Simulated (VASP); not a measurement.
# Ca3Nb (Pm-3m) in VASP: a series of runs

Runs on Ca3Nb. Level: PBE. Tasks: single point.

All numbers are computed with VASP 6.6.1; they aren't measurements. Logs are shortened: lines on timing, memory, paths and dates and some standing lists are left out, and cuts for length are marked.

## Step 1: The cell of the first run

The structure is cubic, space group Pm-3m (No. 221). Conventional cell: a = 4.614 Å, b = 4.614 Å, c = 4.614 Å, α = 90.00°, β = 90.00°, γ = 90.00°. Within 4.3 Å of Ca (site symmetry 4/mmm) lie 8 Ca at 3.26 Å and 4 Nb at 3.26 Å. Within 4.3 Å of Nb (site symmetry m-3m) lie 12 Ca at 3.26 Å.

## Step 2: Single point, PBE

Contents of INCAR:

```
SYSTEM = Ca3Nb
  PREC = Accurate
  ENCUT = 520
  EDIFF = 1E-6
  ISMEAR = 0
  SIGMA = 0.1
  LREAL = .FALSE.
  LASPH = .TRUE.
  NELM = 100
  ALGO = Fast
  ISIF = 2
  LWAVE = .FALSE.
  LCHARG = .TRUE.
  GGA = PE
  LELF = .TRUE.
  LVHAR = .TRUE.
  NBANDS = 30
```

Contents of KPOINTS:

```
Automatic mesh
0
G
  4 4 4
  0 0 0
```

Contents of POSCAR:

```
Ca3Nb
1.0
    4.6140274395      0.0000000000      0.0000000000
    0.0000000000      4.6140274395      0.0000000000
    0.0000000000      0.0000000000      4.6140274395
Ca Nb
3 1
Direct
    0.0000000000      0.5000000000      0.5000000000
    0.5000000000      0.0000000000      0.5000000000
    0.5000000000      0.5000000000      0.0000000000
    0.0000000000      0.0000000000      0.0000000000
```

Potentials or basis: VASP PAW PBE potentials, release 64 (Ca_sv, Nb_sv).

On the command line:

```bash
cat potpaw_PBE.64/Ca_sv/POTCAR potpaw_PBE.64/Nb_sv/POTCAR > POTCAR
mpirun -np 1 vasp_std > vasp.out
```

OUTCAR:

```text
SYSTEM = Ca3Nb
   PREC = Accurate
   ENCUT = 520
   EDIFF = 1E-6
   ISMEAR = 0
   LREAL = .FALSE.
   LASPH = .TRUE.
   NELM = 100
   ISIF = 2
   GGA = PE

 ion  position               nearest neighbor table
   1  0.000  0.500  0.500-
   2  0.500  0.000  0.500-
   3  0.500  0.500  0.000-
   4  0.000  0.000  0.000-

  LATTYP: Found a simple cubic cell.
 ALAT       =     4.6140274395

  Lattice vectors:

 A1 = (   4.6140274395,   0.0000000000,   0.0000000000)
 A2 = (   0.0000000000,   4.6140274395,   0.0000000000)
 A3 = (   0.0000000000,   0.0000000000,   4.6140274395)

Analysis of symmetry for initial positions (statically):
=====================================================================
 Subroutine PRICEL returns:
 Original cell was already a primitive cell.

 Routine SETGRP: Setting up the symmetry group for a
 simple cubic supercell.

 Subroutine GETGRP returns: Found 48 space group operations
 (whereof 48 operations were pure point group operations)
 out of a pool of 48 trial point group operations.

The static configuration has the point symmetry O_h .

Analysis of symmetry for dynamics (positions and initial velocities):
=====================================================================
 Subroutine PRICEL returns:
 Original cell was already a primitive cell.

 Routine SETGRP: Setting up the symmetry group for a
 simple cubic supercell.

 Subroutine GETGRP returns: Found 48 space group operations
 (whereof 48 operations were pure point group operations)
 out of a pool of 48 trial point group operations.

The dynamic configuration has the point symmetry O_h .

 Subroutine INISYM returns: Found 48 space group operations
 (whereof 48 operations are pure point group operations),
 and found     1 'primitive' translations

----------------------------------------------------------------------------------------

                                     Primitive cell

  volume of cell :      98.2292

  direct lattice vectors                    reciprocal lattice vectors
     4.614027440  0.000000000  0.000000000     0.216730397  0.000000000  0.000000000
     0.000000000  4.614027440  0.000000000     0.000000000  0.216730397  0.000000000
     0.000000000  0.000000000  4.614027440     0.000000000  0.000000000  0.216730397

  length of vectors
[... 70 lines left out ...]
   NELM   =    100;   NELMIN=  2; NELMDL= -5     # of ELM steps
   EDIFF  = 0.1E-05   stopping-criterion for ELM
   LREAL  =      F    real-space projection
   EDIFFG = 0.1E-04   stopping-criterion for IOM
   NSW    =      0    number of steps for IOM
   IBRION =     -1    ionic relax: 0-MD 1-quasi-New 2-CG
   NFREE  =      0    steps in history (QN), initial steepest desc. (CG)
   ISIF   =      2    stress and relaxation
   ISYM   =      2    0-nonsym 1-usesym 2-fastsym
   POTIM  = 0.5000    time-step for ionic-motion
   TEBEG  =    0.0;   TEEND  =   0.0 temperature during run
   PSTRESS=    0.0 pullay stress
   NELECT =      43.0000    total number of electrons
   NUPDOWN=      -1.0000    fix difference up-down
   EMIN   =  10.00;   EMAX   =-10.00  energy-range for DOS
   EFERMI =   0.00;   METHOD = LEGACY
   ISMEAR =     0;   SIGMA  =   0.10  broadening in eV -4-tet -1-fermi 0-gaus
   EFERMI_NEDOS =   21; number of points for ismear=-14 and -15
   IALGO  =     68    algorithm
   IMIX   =      4    mixing-type and parameters
     AMIX     =   0.40;   BMIX     =  1.00
     AMIX_MAG =   1.60;   BMIX_MAG =  1.00
  volume/ion in A,a.u.               =      24.56       165.72
  Fermi-wavevector in a.u.,A,eV,Ry     =   1.243037  2.349000 21.022928  1.545142
  Thomas-Fermi vector in A             =   2.377366
   LORBIT       =      0    0 simple, 1 ext, 2 COOP (PROOUT), +10 PAW based schemes
   GGA     = PE    functional components
   LHFCALC =     F    Hartree Fock is set to
   AEXX    =    0.0000 exact exchange contribution
   IVDW    =     0    specifies the selected vdW correction
   LEPSILON=     F    determine dielectric tensor
   LRPA    =     F    only Hartree local field effects (RPA)
 non-spin polarized calculation
 RMM-DIIS sequential band-by-band and
 Gauss-broadening in eV      SIGMA  =   0.10
  energy-cutoff  :      520.00
  volume of cell :       98.23
 maximum number of plane-waves:      2680
 NGX is ok and might be reduce to    36
   NGX = 17   NGY = 17   NGZ = 17

 number of electron      43.0000003 magnetization

 Free energy of the ion-electron system (eV)
  ---------------------------------------------------
  ext. energy  EPLUGINS =         0.00000000
  ---------------------------------------------------
  free energy    TOTEN  =       -12.44566134 eV

  energy without entropy =      -12.41609373  energy(sigma->0) =      -12.43087754

 E-fermi :   5.0447     XC(G=0):  -9.9334

 val. band max:        5.0325133724   @ k =   0.5000   0.2500   0.0000
 cond. band min:       5.0905627526   @ k =   0.5000   0.0000   0.0000
 fundamental gap:      0.0580493801
 Fermi energy:         5.0446833569

 k-point     1 :       0.0000    0.0000    0.0000
  band No.  band energies     occupation
      1     -49.3906      2.00000
      2     -35.3778      2.00000
      3     -35.2366      2.00000
      4     -35.2366      2.00000
      5     -25.4728      2.00000
      6     -25.4728      2.00000
[... 319 lines left out ...]
     29       7.2454      0.00000
     30       8.3981      0.00000

------------------------ aborting loop because EDIFF is reached ----------------------------------------

  FORCE on cell =-STRESS in cart. coord.  units (eV):
  Direction    XX          YY          ZZ          XY          YZ          ZX
  --------------------------------------------------------------------------------------
  -------------------------------------------------------------------------------------
  Total        6.2912496      6.2912496      6.2912496      0.0000000     -0.0000000      0.0000000
  in kB      102.6140850    102.6140850    102.6140850      0.0000000     -0.0000000      0.0000000
  external PRESSURE =     102.6140850 kB  Pullay stress =       0.0000000 kB

 VOLUME and BASIS-vectors are now :
 -----------------------------------------------------------------------------
  energy-cutoff  :      520.00
  volume of cell :       98.23
      direct lattice vectors                 reciprocal lattice vectors
     4.614027440  0.000000000  0.000000000     0.216730397  0.000000000  0.000000000
     0.000000000  4.614027440  0.000000000     0.000000000  0.216730397  0.000000000
     0.000000000  0.000000000  4.614027440     0.000000000  0.000000000  0.216730397

 POSITION                                       TOTAL-FORCE (eV/Angst)
 -----------------------------------------------------------------------------------
      0.00000      2.30701      2.30701         0.000000      0.000000      0.000000
      2.30701      0.00000      2.30701         0.000000      0.000000      0.000000
      2.30701      2.30701      0.00000         0.000000      0.000000      0.000000
      0.00000      0.00000      0.00000         0.000000      0.000000      0.000000
 -----------------------------------------------------------------------------------
    total drift:                                0.000000      0.000000      0.000000

  FREE ENERGIE OF THE ION-ELECTRON SYSTEM (eV)
  ---------------------------------------------------
  free  energy   TOTEN  =       -12.4456613404 eV

  energy  without entropy=      -12.4160937318  energy(sigma->0) =      -12.43087754
```

stdout:

```text
POSCAR found type information on POSCAR CaNb
 POSCAR found :  2 types and       4 ions
 scaLAPACK will be used
 LDA part: xc-table for (Slater+PW92), standard interpolation
 POSCAR, INCAR and KPOINTS ok, starting setup
 FFT: planning ... GRIDC
 FFT: planning ... GRID_SOFT
 FFT: planning ... GRID
 WAVECAR not read
 entering main loop
WARNING in EDDRMM: call to ZHEGV failed, returncode =   6  3      8
WARNING in EDDRMM: call to ZHEGV failed, returncode =   6  3     20
```

Wall time 54 s (1 thread of AMD EPYC 9R45 (Zen 5), shared host); peak memory 0.18 GiB.

What came out:

```yaml
Free_energy: -12.4457 eV
Pressure: 10.3 GPa
Band_gap_on_the_k_mesh: zero (an odd number of electrons rules out a gap without spin polarisation)
```

Caveat: the cell stands under pressure.

## Step 3: Single point, PBE

This run uses another cell than the first one, of 30.86 Å³/atom.

Contents of INCAR:

```
SYSTEM = Ca3Nb
PREC     = Accurate       ! precision mode
ENCUT    = 520            ! plane-wave cutoff, eV
EDIFF    = 1E-6           ! SCF threshold, eV
ISMEAR   = 0              ! smearing method
SIGMA    = 0.1            ! smearing width, eV
LREAL    = .False.        ! projectors in reciprocal space
LASPH    = .True.         ! aspherical terms in the spheres
NELM     = 60             ! most SCF steps
ALGO     = Normal         ! electronic algorithm
ISIF     = 2              ! what is computed and relaxed
LWAVE    = .False.        ! write WAVECAR
LCHARG   = .False.        ! write CHGCAR
GGA      = PE             ! functional
NBANDS   = 30             ! bands
```

Contents of KPOINTS:

```
Automatic mesh
0
Gamma
  4 4 4
  0 0 0
```

Contents of POSCAR:

```
Ca3Nb
1.0
    4.9791377012      0.0000000000      0.0000000000
    0.0000000000      4.9791377012      0.0000000000
    0.0000000000      0.0000000000      4.9791377012
Ca Nb
3 1
Direct
    0.0000000000      0.5000000000      0.5000000000
    0.5000000000      0.0000000000      0.5000000000
    0.5000000000      0.5000000000      0.0000000000
    0.0000000000      0.0000000000      0.0000000000
```

Potentials or basis: VASP PAW PBE potentials, release 64 (Ca_sv, Nb_sv).

On the command line:

```bash
cat potpaw_PBE.64/Ca_sv/POTCAR potpaw_PBE.64/Nb_sv/POTCAR > POTCAR
mpirun -np 1 vasp_std > vasp.out
```

It took 29 s on 1 thread of AMD EPYC 9R45 (Zen 5), shared host; peak memory 0.21 GiB.

The run converged. Its results:

```
Free energy            : -13.1498 eV
Pressure               : 0.1 GPa
Band gap on the k mesh : zero (an odd number of electrons rules out a gap without spin polarisation)
```

Levels at points of the mesh, in eV from the Fermi level:
| k point | band 17 | band 18 | band 19 | band 20 | band 21 | band 22 | band 23 | band 24 | band 25 | band 26 |
| --- | --- | --- | --- | --- | --- | --- | --- | --- | --- | --- |
| (0.00, 0.00, 0.00) | -4.36 | -1.18 | -1.18 | -0.77 | -0.32 | -0.32 | -0.32 | 2.06 | 2.06 | 2.06 |
| (0.50, 0.00, 0.00) | -2.82 | -2.50 | -0.65 | -0.04 | -0.04 | 0.03 | 0.27 | 0.81 | 1.21 | 1.21 |
| (0.50, 0.50, 0.00) | -1.64 | -1.50 | -1.07 | -1.07 | 0.03 | 0.03 | 0.24 | 0.73 | 0.97 | 1.40 |
| (0.50, 0.50, 0.50) | -1.34 | -1.33 | -1.33 | -1.33 | 0.49 | 0.60 | 0.60 | 0.60 | 0.76 | 0.76 |

The gap in the log of VASP goes by the Fermi energy; the results here count the filled bands.